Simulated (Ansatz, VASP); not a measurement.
**Ag: VASP beside Ansatz**

INCAR

```
SYSTEM = Ag
PREC = Accurate
ENCUT = 520
EDIFF = 1E-7
ISMEAR = -1
SIGMA = 0.1
LREAL = .False.
LASPH = .True.
NELM = 60
ALGO = Normal
ISIF = 2
LWAVE = .False.
LCHARG = .False.
GGA = RP
NBANDS = 12
```

The input KPOINTS:

```
Automatic mesh
0
Gamma
  15 15 15
  0 0 0
```

Contents of POSCAR:

```
Ag
1.0
   -1.7216498537      1.7216498537      1.7216498537
    1.7216498537     -1.7216498537      1.7216498537
    1.7216498537      1.7216498537     -1.7216498537
Ag
1
Direct
    0.0000000000      0.0000000000      0.0000000000
```

Input for Ansatz:

```yaml
crystal:
  lattice:
    - [-1.7216498537, 1.7216498537, 1.7216498537]
    - [1.7216498537, -1.7216498537, 1.7216498537]
    - [1.7216498537, 1.7216498537, -1.7216498537]
  atoms:
    - { symbol: Ag, position: [0.0, 0.0, 0.0] }
hamiltonian:
  xc: rpbe
  pseudopotentials:
    kind: paw
    azcp:
      Ag: "pseudopotentials/Ag.paw.azcp"
basis:
  ecutwfc: 420
  fft_grid_basis: typed
kpoints:
  mp_grid: { grid: [15, 15, 15], shift: [0, 0, 0] }
magnetization:
  spin_polarized: false
scf:
  occupations: { method: fermi_dirac, width: 0.1 }
  lower_state_search: "off"
output:
  stress: true
  write_density: true
  write_potential: true
  elf: true
  volumetric_format: npy
```

Alike in both runs: task single point; functional RPBE; k mesh 15 × 15 × 15; occupations fermi-dirac, width 0.1 eV; no spin polarisation.

|  | VASP | Ansatz |
| --- | --- | --- |
| version | VASP 6.6.1 | Ansatz 0.2.0 |
| potentials or method | VASP PAW PBE potentials, release 64 (Ag), cutoff 520 eV | plane waves (420 eV) with PAW, scalar-relativistic |
| valence electrons in the cell | 11 | 19 |

```csv
,VASP,Ansatz,Ansatz less VASP
pressure (GPa),-4.6,-4.6,+0.01
```

VASP's potentials were made for PBE, not for RPBE. VASP's potentials hold 11 valence electrons a cell and Ansatz's 19, so a difference there can come from the potentials and not from the codes.
